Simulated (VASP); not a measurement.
# B2As3 (R32) in VASP: relaxation of cell and atoms with PBE

Aim: the relaxation of cell and atoms of B2As3 with PBE.

All numbers are computed with VASP 6.6.1; they aren't measurements. Logs are shortened: lines on timing, memory, paths and dates and some standing lists are left out, and cuts for length are marked.

## Step 1: The cell of the first run

It takes space group R32 (No. 155, trigonal). The conventional cell has a = 6.094 Å, b = 6.094 Å, c = 8.014 Å, α = 90.00°, β = 90.00°, γ = 120.00°. B (site symmetry 3) has 1 B at 1.76 Å and 3 As at 2.08 Å within 2.3 Å. Within 2.8 Å of As (site symmetry 2) lie 2 B at 2.08 Å and 2 As at 2.67 Å.

The cell was generated, and may not be a known phase.

## Step 2: Relaxation of cell and atoms, PBE

Contents of INCAR:

```
ALGO     = Normal         # electronic algorithm
EDIFF    = 1E-7           # SCF threshold, eV
EDIFFG   = -0.01          # ionic threshold
ENCUT    = 600            # plane-wave cutoff, eV
GGA      = PE             # functional
IBRION   = 2              # ionic algorithm
ISIF     = 3              # what is computed and relaxed
ISMEAR   = 0              # smearing method
LASPH    = True           # aspherical terms in the spheres
LCHARG   = False          # write CHGCAR
LREAL    = False          # projectors in reciprocal space
LWAVE    = False          # write WAVECAR
NELM     = 100            # most SCF steps
NSW      = 100            # ionic steps
PREC     = Accurate       # precision mode
SIGMA    = 0.1            # smearing width, eV
```

Contents of KPOINTS:

```
k-points
0
Gamma
  6 6 6
```

Contents of POSCAR:

```
B2As3
1.0
    3.0468942387      1.7591252089      2.6714761842
   -3.0468942387      1.7591252089      2.6714761842
    0.0000000000     -3.5182504179      2.6714761842
B As
2 3
Direct
    0.1096023290      0.1096023290      0.1096023290
    0.8903976710      0.8903976710      0.8903976710
    0.5000000000      0.1659540245      0.8340459755
    0.8340459755      0.5000000000      0.1659540245
    0.1659540245      0.8340459755      0.5000000000
```

Potentials or basis: VASP PAW PBE potentials, release 64 (B, As).

Run with:

```console
$ cat potpaw_PBE.64/B/POTCAR potpaw_PBE.64/As/POTCAR > POTCAR
$ mpirun -np 1 vasp_std > vasp.out
```

OUTCAR:

```text
EDIFF = 1E-7
   EDIFFG = -0.01
   ENCUT = 600
   GGA = PE
   IBRION = 2
   ISIF = 3
   ISMEAR = 0
   LASPH = True
   LREAL = False
   NELM = 100
   NSW = 100
   PREC = Accurate

 ion  position               nearest neighbor table
   1  0.110  0.110  0.110-   2 1.76   4 2.08   3 2.08   5 2.08
   2  0.890  0.890  0.890-   1 1.76   3 2.08   4 2.08   5 2.08
   3  0.500  0.166  0.834-   2 2.08   1 2.08   4 2.67   5 2.67
   4  0.834  0.500  0.166-   1 2.08   2 2.08   3 2.67   5 2.67
   5  0.166  0.834  0.500-   1 2.08   2 2.08   3 2.67   4 2.67

  LATTYP: Found a trigonal (rhomboedric) cell.
 ALAT       =     4.4175639220
 COS(alpha) =     0.0485651174

  Lattice vectors:

 A1 = (   3.0468942387,   1.7591252089,   2.6714761842)
 A2 = (  -3.0468942387,   1.7591252089,   2.6714761842)
 A3 = (   0.0000000000,  -3.5182504179,   2.6714761842)

Analysis of symmetry for initial positions (statically):
=====================================================================
 Subroutine PRICEL returns:
 Original cell was already a primitive cell.

 Routine SETGRP: Setting up the symmetry group for a
 trigonal (rhombohedral) supercell.

 Subroutine GETGRP returns: Found  6 space group operations
 (whereof  6 operations were pure point group operations)
 out of a pool of 12 trial point group operations.

The static configuration has the point symmetry D_3 .

Analysis of symmetry for dynamics (positions and initial velocities):
=====================================================================
 Subroutine PRICEL returns:
 Original cell was already a primitive cell.

 Routine SETGRP: Setting up the symmetry group for a
 trigonal (rhombohedral) supercell.

 Subroutine GETGRP returns: Found  6 space group operations
 (whereof  6 operations were pure point group operations)
 out of a pool of 12 trial point group operations.

The dynamic configuration has the point symmetry D_3 .

 Subroutine INISYM returns: Found  6 space group operations
 (whereof  6 operations are pure point group operations),
 and found     1 'primitive' translations

----------------------------------------------------------------------------------------

                                     Primitive cell

  volume of cell :      85.9126

  direct lattice vectors                    reciprocal lattice vectors
     3.046894239  1.759125209  2.671476184     0.164101528  0.094744061  0.124774960
    -3.046894239  1.759125209  2.671476184    -0.164101528  0.094744061  0.124774960
     0.000000000 -3.518250418  2.671476184     0.000000000 -0.189488123  0.124774960

  length of vectors
     4.417563922  4.417563922  4.417563922     0.226880011  0.226880011  0.226880011

  position of ions in fractional coordinates (direct lattice)
     0.109602329  0.109602329  0.109602329
     0.890397671  0.890397671  0.890397671
     0.500000000  0.165954025  0.834045975
     0.834045975  0.500000000  0.165954025
     0.165954025  0.834045975  0.500000000

  ion indices of the primitive-cell ions
   primitive index   ion index
                 1           1
                 2           2
                 3           3
                 4           4
                 5           5

----------------------------------------------------------------------------------------

 KPOINTS: k-points

Automatic generation of k-mesh.
 Grid dimensions read from file:
 generate k-points for:    6    6    6

 Generating k-lattice:

  Cartesian coordinates                     Fractional coordinates (reciprocal lattice)
     0.027350255  0.015790677  0.020795827     0.166666667  0.000000000  0.000000000
    -0.027350255  0.015790677  0.020795827     0.000000000  0.166666667  0.000000000
     0.000000000 -0.031581354  0.020795827     0.000000000  0.000000000  0.166666667

  Length of vectors
     0.037813335  0.037813335  0.037813335

  Shift w.r.t. Gamma in fractional coordinates (k-lattice)
     0.000000000  0.000000000  0.000000000

 Subroutine IBZKPT returns following result:
 ===========================================

 Found     32 irreducible k-points:

 Following reciprocal coordinates:
            Coordinates               Weight
  0.000000  0.000000  0.000000      1.000000
  0.166667  0.000000 -0.000000      6.000000
  0.333333  0.000000  0.000000      6.000000
  0.500000  0.000000 -0.000000      3.000000
  0.166667  0.166667 -0.000000      6.000000
  0.333333  0.166667  0.000000     12.000000
[... 16 lines left out ...]
  0.500000  0.500000  0.166667      6.000000
 -0.333333  0.500000  0.166667     12.000000
 [... further k-points ...]
   k-points           NKPTS =     32   k-points in BZ     NKDIM =     32   number of bands    NBANDS=     14
   number of dos      NEDOS =    301   number of ions     NIONS =      5
   total plane-waves  NPLWV =  46656
   dimension x,y,z NGX =    36 NGY =   36 NGZ =   36
   dimension x,y,z NGXF=    72 NGYF=   72 NGZF=   72
   ions per type =               2   3
   NGX,Y,Z   is equivalent  to a cutoff of  13.55, 13.55, 13.55 a.u.
   NGXF,Y,Z  is equivalent  to a cutoff of  27.10, 27.10, 27.10 a.u.
 SYSTEM =  unknown system
   PREC   = accura    normal or accurate (medium, high low for compatibility)
   ISTART =      0    job   : 0-new  1-cont  2-samecut
   ICHARG =      2    charge: 1-file 2-atom 10-const
   ISPIN  =      1    spin polarized calculation?
   LNONCOLLINEAR =      F non collinear calculations
   LSORBIT =      F    spin-orbit coupling
   LASPH  =      T    aspherical Exc in radial PAW
   ENCUT  =  600.0 eV  44.10 Ry    6.64 a.u.   8.82  8.82  8.82*2*pi/ulx,y,z
   NELM   =    100;   NELMIN=  2; NELMDL= -5     # of ELM steps
   EDIFF  = 0.1E-06   stopping-criterion for ELM
   LREAL  =      F    real-space projection
   EDIFFG = -.1E-01   stopping-criterion for IOM
   NSW    =    100    number of steps for IOM
   IBRION =      2    ionic relax: 0-MD 1-quasi-New 2-CG
   NFREE  =      1    steps in history (QN), initial steepest desc. (CG)
   ISIF   =      3    stress and relaxation
   ISYM   =      2    0-nonsym 1-usesym 2-fastsym
   POTIM  = 0.5000    time-step for ionic-motion
   TEBEG  =    0.0;   TEEND  =   0.0 temperature during run
   PSTRESS=    0.0 pullay stress
   NELECT =      21.0000    total number of electrons
   NUPDOWN=      -1.0000    fix difference up-down
   EMIN   =  10.00;   EMAX   =-10.00  energy-range for DOS
   EFERMI =   0.00;   METHOD = LEGACY
   ISMEAR =     0;   SIGMA  =   0.10  broadening in eV -4-tet -1-fermi 0-gaus
   EFERMI_NEDOS =   21; number of points for ismear=-14 and -15
   IALGO  =     38    algorithm
   IMIX   =      4    mixing-type and parameters
     AMIX     =   0.40;   BMIX     =  1.00
     AMIX_MAG =   1.60;   BMIX_MAG =  1.00
  volume/ion in A,a.u.               =      17.18       115.95
  Fermi-wavevector in a.u.,A,eV,Ry     =   1.023597  1.934318 14.255517  1.047751
  Thomas-Fermi vector in A             =   2.157339
   LORBIT       =      0    0 simple, 1 ext, 2 COOP (PROOUT), +10 PAW based schemes
   GGA     = PE    functional components
   LHFCALC =     F    Hartree Fock is set to
   AEXX    =    0.0000 exact exchange contribution
   IVDW    =     0    specifies the selected vdW correction
   LEPSILON=     F    determine dielectric tensor
   LRPA    =     F    only Hartree local field effects (RPA)
 conjugate gradient relaxation of ions
 non-spin polarized calculation
 Gauss-broadening in eV      SIGMA  =   0.10
  energy-cutoff  :      600.00
  volume of cell :       85.91
 maximum number of plane-waves:      2896
   NGX = 17   NGY = 17   NGZ = 17

--------------------------------------- Ionic step        1  -------------------------------------------

 number of electron      20.9999997 magnetization

 Free energy of the ion-electron system (eV)
  ---------------------------------------------------
  ext. energy  EPLUGINS =         0.00000000
  ---------------------------------------------------
  free energy    TOTEN  =       -25.34302238 eV

  energy without entropy =      -25.33102558  energy(sigma->0) =      -25.33702398

------------------------ aborting loop because EDIFF is reached ----------------------------------------

  FORCE on cell =-STRESS in cart. coord.  units (eV):
  Direction    XX          YY          ZZ          XY          YZ          ZX
  --------------------------------------------------------------------------------------
  -------------------------------------------------------------------------------------
  Total        0.1919140      0.1919140      0.9049056      0.0000000     -0.0000000     -0.0000000
  in kB        3.5789909      3.5789909     16.8755198      0.0000000     -0.0000000     -0.0000000
  external PRESSURE =       8.0111672 kB  Pullay stress =       0.0000000 kB
[... 98 lines left out ...]
  FREE ENERGIE OF THE ION-ELECTRON SYSTEM (eV)
  ---------------------------------------------------
  free  energy   TOTEN  =       -25.3466755252 eV

  energy  without entropy=      -25.3345590657  energy(sigma->0) =      -25.34061730

[... ionic steps 4 to 10 ...]

--------------------------------------- Ionic step       11  -------------------------------------------

 number of electron      21.0000000 magnetization

------------------------ aborting loop because EDIFF is reached ----------------------------------------
[... 73 lines left out ...]
--------------------------------------- Ionic step       13  -------------------------------------------

 number of electron      21.0000000 magnetization

 Free energy of the ion-electron system (eV)
  ---------------------------------------------------
  ext. energy  EPLUGINS =         0.00000000
  ---------------------------------------------------
  free energy    TOTEN  =       -25.35025193 eV

  energy without entropy =      -25.33916794  energy(sigma->0) =      -25.34470993

 E-fermi :   3.9248     XC(G=0):  -9.8679

 val. band max:        3.9095088706   @ k =   0.3333   0.3333   0.3333
 cond. band min:       3.9293552780   @ k =   0.1667   0.1667  -0.0000
 fundamental gap:      0.0198464074
 Fermi energy:         3.9247791786

 k-point     1 :       0.0000    0.0000    0.0000
  band No.  band energies     occupation
      1      -9.9780      2.00000
      2      -5.6317      2.00000
      3      -5.6317      2.00000
      4      -1.9340      2.00000
      5      -1.5306      2.00000
      6      -0.0888      2.00000
      7      -0.0888      2.00000
      8       2.8728      2.00000
      9       2.8728      2.00000
     10       3.1182      2.00000
     11       3.9939      0.32801
     12       3.9939      0.32801
     13       7.5577      0.00000
     14       7.7278      0.00000
[... 377 lines left out ...]
      1      -8.1985      2.00000
      2      -7.5414      2.00000
      3      -6.1511      2.00000
      4      -3.7755      2.00000
      5      -1.3353      2.00000
      6      -0.2738      2.00000
      7       0.9159      2.00000
      8       2.0312      2.00000
      9       2.8605      2.00000
     10       3.4315      2.00000
     11       4.1158      0.00691
     12       5.7564      0.00000
     13       7.2581      0.00000
     14       8.2273      0.00000

 [... further k-points ...]

------------------------ aborting loop because EDIFF is reached ----------------------------------------

  FORCE on cell =-STRESS in cart. coord.  units (eV):
  Direction    XX          YY          ZZ          XY          YZ          ZX
  --------------------------------------------------------------------------------------
  -------------------------------------------------------------------------------------
  Total        0.0145776      0.0145776      0.0090643      0.0000000     -0.0000000      0.0000000
  in kB        0.2723642      0.2723642      0.1693556      0.0000000     -0.0000000      0.0000000
  external PRESSURE =       0.2380280 kB  Pullay stress =       0.0000000 kB
[... 20 lines left out ...]
  FREE ENERGIE OF THE ION-ELECTRON SYSTEM (eV)
  ---------------------------------------------------
  free  energy   TOTEN  =       -25.3502519263 eV

  energy  without entropy=      -25.3391679392  energy(sigma->0) =      -25.34470993

 reached required accuracy - stopping structural energy minimisation
```

It took 3.5 min on 1 thread of Intel Xeon Platinum 8488C (Sapphire Rapids), shared host; peak memory 0.22 GiB.

Results:

* Free energy: -25.3503 eV
* Relaxed volume: 17.15 Å³/atom
* Relaxed cell: a = 4.418 Å, b = 4.418 Å, c = 4.418 Å, α = 86.47°, β = 86.47°, γ = 86.47°
* Space group after relaxing (to 0.1 Å): R32 (No. 155)
* Energy gained by relaxing: 1.4 meV/atom
* Ionic steps: 13
* Pressure after relaxing: 0.0 GPa
* Largest force after relaxing: 0.003 eV/Å
* Band gap on the k mesh: zero (an odd number of electrons rules out a gap without spin polarisation)

Forces on the atoms (eV/Å):
```
B    0.000  0.000  0.003
B    0.000  0.000 -0.003
As  -0.001  0.001  0.000
As  -0.001 -0.001  0.000
As   0.001  0.000  0.000
```

The path:
| step | energy change (eV) | largest force (eV/Å) | pressure (GPa) | volume (Å³) |
| --- | --- | --- | --- | --- |
| 1 | 0.0000 | 0.0696 | 0.80 | 85.91 |
| 2 | -0.0034 | 0.0622 | -0.43 | 86.98 |
| 3 | -0.0037 | 0.0409 | -0.17 | 86.75 |
| 4 | -0.0044 | 0.0511 | -0.09 | 86.62 |
| 5 | -0.0051 | 0.0797 | 0.11 | 86.33 |
| 6 | -0.0055 | 0.0703 | 0.08 | 86.31 |
| 7 | -0.0064 | 0.0412 | -0.02 | 86.23 |
| 8 | -0.0059 | 0.1190 | -0.22 | 86.09 |
| 9 | -0.0065 | 0.0560 | -0.09 | 86.19 |
| 10 | -0.0068 | 0.0460 | -0.07 | 86.11 |
| 11 | -0.0072 | 0.0177 | -0.01 | 85.87 |
| 12 | -0.0068 | 0.0359 | 0.12 | 85.40 |
| 13 | -0.0072 | 0.0033 | 0.02 | 85.75 |

Final structure:
```
B As
1.0
     3.02625    1.74721    2.70300
    -3.02625    1.74721    2.70300
     0.00000   -3.49441    2.70300
B As
2 3
Direct
  0.10875 0.10875 0.10875
  0.89125 0.89125 0.89125
  0.50000 0.17119 0.82881
  0.82881 0.50000 0.17119
  0.17119 0.82881 0.50000
```

Caveat: an odd number of electrons without spin polarisation forces a metal; a magnetic or distorted state may lie lower.
